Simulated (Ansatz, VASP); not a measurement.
## Two plane-wave programs on Rh

The input POSCAR:

```
Rh
1.0
    0.0000000000      1.9300732500      1.9015500000
    1.9300732500      0.0000000000      1.9015500000
    1.9300732500      1.9300732500      0.0000000000
Rh
1
Direct
    0.0000000000      0.0000000000      0.0000000000
```

File INCAR.step1:

```
SYSTEM = Rh
PREC     = Accurate       ! precision mode
ENCUT    = 680            ! plane-wave cutoff, eV
ISMEAR   = 0              ! smearing method
SIGMA    = 0.15           ! smearing width, eV
LREAL    = .FALSE.        ! projectors in reciprocal space
LASPH    = .TRUE.         ! aspherical terms in the spheres
NELM     = 120            ! most SCF steps
NBANDS   = 14             ! bands
GGA      = PE             ! functional
ALGO     = Normal         ! electronic algorithm
EDIFF    = 1E-5           ! SCF threshold, eV
LWAVE    = .TRUE.         ! write WAVECAR
LCHARG   = .FALSE.        ! write CHGCAR
GGA_COMPAT= .FALSE.
```

Contents of INCAR.step2:

```
SYSTEM = Rh
PREC     = Accurate       ! precision mode
ENCUT    = 680            ! plane-wave cutoff, eV
EDIFF    = 1E-6           ! SCF threshold, eV
ISMEAR   = 0              ! smearing method
SIGMA    = 0.15           ! smearing width, eV
LREAL    = .FALSE.        ! projectors in reciprocal space
LASPH    = .TRUE.         ! aspherical terms in the spheres
NELM     = 120            ! most SCF steps
ALGO     = Normal         ! electronic algorithm
ISIF     = 2              ! what is computed and relaxed
LWAVE    = .FALSE.        ! write WAVECAR
LCHARG   = .FALSE.        ! write CHGCAR
METAGGA  = R2SCAN         ! meta-GGA
LMIXTAU  = .TRUE.       
NBANDS   = 14             ! bands
ISTART   = 1            
GGA_COMPAT= .FALSE.
```

File KPOINTS:

```
regular mesh
0
G
  8 8 8
  0 0 0
```

Input for Ansatz:

```yaml
crystal:
  lattice:
    - [0.0, 1.93007325, 1.90155]
    - [1.93007325, 0.0, 1.90155]
    - [1.93007325, 1.93007325, 0.0]
  atoms:
    - { symbol: Rh, position: [0.0, 0.0, 0.0] }
basis:
  ecutwfc: 500
kpoints:
  mp_grid: { grid: [8, 8, 8] }
hamiltonian:
  xc: r2scan
scf:
  occupations: { method: gaussian, width: 0.15 }
output:
  forces: true
  stress: true
  eigenvalues: true
```

Change from the starting cell: strain +0.015 along x and y, +0.000 along z, atoms carried along.

Alike in both runs: task single point; functional r2SCAN; k mesh 8 × 8 × 8; occupations gaussian, width 0.15 eV; no spin polarisation.

|  | VASP | Ansatz |
| --- | --- | --- |
| version | VASP 6.6.1 | Ansatz 0.2.0 |
| potentials or method | VASP PAW PBE potentials, release 64 (Rh_sv_GW), cutoff 680 eV | scalar-relativistic, plane waves, PAW |
| valence electrons in the cell | 17 | 17 |

VASP gave:

```
gap on the k mesh at the Fermi level (eV)                     : none
pressure (GPa)                                                : -7.4
traceless stress, the component that is largest in VASP (GPa) : 2.13
```

Estimate Ansatz's values.

gap on the k mesh at the Fermi level (eV): none; pressure (GPa): -7.5; traceless stress, the component that is largest in VASP (GPa): 2.12.

VASP's potentials were made for PBE, not for r2SCAN. A gap of «none» marks a metal or a gap that the smearing closes.
